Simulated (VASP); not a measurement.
Set up this calculation in VASP 6.6.1, as the native input.

* Task: single point
* Functional: PBEsol
* Dispersion: D4
* Potentials or basis: VASP PAW PBE potentials, release 64 (Ti_sv, N)
* Cutoff: 600 eV
* k mesh: 8 × 8 × 8
* Occupations: gaussian, width 0.1 eV
* Spin: no spin polarisation
* Dipole correction: no
* Further INCAR settings: ALGO = Normal; EDIFF = 1e-06; NBANDS = 16

The structure of TiN (r.f) lies in POSCAR:

```
TiN
1.0
    0.0000000000      2.1050000000      2.1050000000
    2.1050000000      0.0000000000      2.1050000000
    2.1050000000      2.1050000000      0.0000000000
Ti N
1 1
Direct
    0.0000000000      0.0000000000      0.0000000000
    0.5000000000      0.5000000000      0.5000000000
```

These files were run (other wordings do the same):

INCAR

```
ALGO = Normal
EDIFF = 1E-6
ENCUT = 600
GGA = PS
GGA_COMPAT = F
ISIF = 2
ISMEAR = 0
IVDW = 13
LASPH = T
LCHARG = T
LELF = T
LREAL = F
LVHAR = T
LWAVE = F
NBANDS = 16
NELM = 120
PREC = Accurate
SIGMA = 0.1
```

KPOINTS

```
k-points
0
Gamma
  8 8 8
```

Potentials or basis: VASP PAW PBE potentials, release 64 (Ti_sv, N).

Command:

```bash
$ cat potpaw_PBE.64/Ti_sv/POTCAR potpaw_PBE.64/N/POTCAR > POTCAR
$ mpirun -np 1 vasp_std > vasp.out
```

Results of the run:

```
Pressure                   : -4.8 GPa
Dispersion energy per atom : -0.187 eV
```

Caveat: the PAW data sets were made with another functional, which shifts forces and pressure a little; pairwise dispersion overbinds metals, which lowers pressure and volume.

Run time: 12 s on 1 thread of AMD EPYC 7R43 64-Core Processor (Zen 3) (shared host), peak memory 0.11 GiB.
